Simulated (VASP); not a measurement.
Write the native input for VASP 6.6.1 that does the following.

```yaml
Task: single point
Functional: LDA
Potentials_or_basis: VASP PAW LDA potentials, release 64 (Mg, S)
Cutoff: 600 eV
k_mesh: 5 × 5 × 5
Occupations: gaussian, width 0.01 eV
Spin: no spin polarisation
Dipole_correction: no
Further_INCAR_settings: ALGO = Normal; EDIFF = 1e-06; NBANDS = 11
```

The structure of MgS lies in POSCAR:

```
MgS
1.0
    0.0000000000      2.8331200000      2.8331200000
    2.8331200000      0.0000000000      2.8331200000
    2.8331200000      2.8331200000      0.0000000000
Mg S
1 1
Direct
    0.0000000000      0.0000000000      0.0000000000
    0.7500000000      0.7500000000      0.7500000000
```

One way to write it, as run:

INCAR

```
PREC = Accurate
ENCUT = 600
EDIFF = 1E-6
ISMEAR = 0
SIGMA = 0.01
LREAL = False
LASPH = True
NELM = 120
ALGO = Normal
ISIF = 2
LWAVE = False
LCHARG = False
NBANDS = 11
GGA_COMPAT = False
```

KPOINTS

```
Automatic mesh
0
Gamma
  5 5 5
```

Potentials or basis: VASP PAW LDA potentials, release 64 (Mg, S).

Command:

```sh
$ cat potpaw_LDA.64/Mg/POTCAR potpaw_LDA.64/S/POTCAR > POTCAR
$ mpirun -np 1 vasp_std > vasp.out
```

Results of the run:

The pressure is -2.5 GPa. The band gap on the k mesh is 3.18 eV, direct.

Run time: 6.2 s on 1 thread of Intel Xeon 6975P-C, on a shared host, peak memory 0.15 GiB.
